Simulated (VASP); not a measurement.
Crystal: N.

```
CELL_PARAMETERS angstrom
4.08406 0.00000 0.00000
0.00000 4.08406 0.00000
0.00000 0.00000 5.34591
ATOMIC_POSITIONS crystal
N 0.40428 0.59572 0.50000
N 0.09572 0.09572 0.00000
N 0.59572 0.40428 0.50000
N 0.90428 0.90428 0.00000
```

Program: VASP 6.6.1. Alike in all runs: task single point; potentials or basis VASP PAW PBE potentials, release 64 (N); no spin polarisation; cell as given; k mesh 4 × 4 × 3; cutoff (eV) 520; smearing fermi-dirac 0.05 eV.

Task: Order these runs on this cell by their band gap on the k mesh, lowest first.
A. level r2SCAN-based global hybrid with 25 % exact exchange; share of exact exchange 0.25
B. level PBE-based screened hybrid with 25 % exact exchange; share of exact exchange 0.25; screening parameter 0.4 1/Å
C. level PBE-based screened hybrid with 25 % exact exchange; share of exact exchange 0.25; screening parameter 0.6 1/Å
D. level r2SCAN-based global hybrid with 15 % exact exchange; share of exact exchange 0.15

Result: C (8.09 eV), B (8.56 eV), D (9.27 eV), A (10.39 eV).

Caveats: the standard files for N, O and F lose accuracy on very short bonds.

A k mesh can miss the band edges.
